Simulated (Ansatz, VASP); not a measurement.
**CuO: VASP beside Ansatz**

```
CELL_PARAMETERS angstrom
2.88981 0.00000 0.00000
-1.44490 2.50265 0.00000
0.00000 0.00000 2.69557
ATOMIC_POSITIONS crystal
Cu 0.00000 0.00000 0.00000
O 0.66667 0.33333 0.50000
```

Alike in both runs: functional PBE; k mesh 6 × 6 × 6; occupations gaussian, width 0.1 eV; collinear spin.

Ansatz relaxed the structure, and its values are those at the end. VASP's run is a single point on that final structure, the one shown.

```csv
,VASP,Ansatz
version,VASP 6.6.1,Ansatz 0.2.0
potentials or method,"VASP PAW PBE potentials, release 64 (Cu, O), cutoff 520 eV","scalar-relativistic, plane waves, PAW"
valence electrons in the cell,17,25
```

```tsv
	VASP	Ansatz	Ansatz less VASP
gap on the k mesh at the Fermi level (eV)	none	none	-
pressure (GPa)	0.1	-0.2	-0.28
net moment per atom (μB)	0.36	0.36	+0.001
size of the moment on the site where the two differ most (μB)	0.30	0.32	+0.021
```

Site moments also hang on the region over which each program counts them. A gap of «none» marks a metal or a gap that the smearing closes. VASP's potentials hold 17 valence electrons a cell and Ansatz's 25, so a difference there can come from the potentials and not from the codes.

The k mesh is coarse, so the values compare programs but aren't converged.
